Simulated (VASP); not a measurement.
The system is P.

```
CELL_PARAMETERS angstrom
3.30844 0.00000 0.00000
-1.65422 2.86519 0.00000
0.00000 0.00000 3.23532
ATOMIC_POSITIONS crystal
P 0.33333 0.66667 0.25000
P 0.66667 0.33333 0.75000
```

```yaml
Program: VASP 6.6.1
Task: relaxation of cell and atoms
Functional: r2SCAN
Potentials_or_basis: VASP PAW PBE potentials, release 64 (P)
Cutoff: 600 eV
k_mesh: 6 × 6 × 6
Occupations: gaussian, width 0.1 eV
Spin: no spin polarisation
```

At the start: pressure -3.9 GPa; volume 15.33 Å³/atom.

Problem. Where does the relaxation end?

Solution. Over 5 steps the energy falls by 7.4 meV/atom and the volume is 14.75 Å³/atom (-3.8 %); space group P6_3/mmc (No. 194, to 0.05 Å).

The path:
```tsv
step	energy change (eV)	largest force (eV/Å)	pressure (GPa)	volume (Å³)
1	0.0000	0.0000	-3.92	30.67
2	-0.0114	0.0000	1.88	29.03
3	-0.0144	0.0000	-0.04	29.53
4	-0.0146	0.0000	0.03	29.47
5	-0.0147	0.0000	0.01	29.50
```

Final structure:
```xyz
2
Lattice="3.2639 0.0000 0.0000 -1.6320 2.8266 0.0000 0.0000 0.0000 3.1972" Properties=species:S:1:pos:R:3 pbc="T T T"
P     0.0000    1.8844    0.7993
P     1.6320    0.9422    2.3979
```

Caveat: the k points lie up to 0.37 Å⁻¹ apart in the final cell; the PAW data sets were made with another functional, which shifts forces and pressure a little.
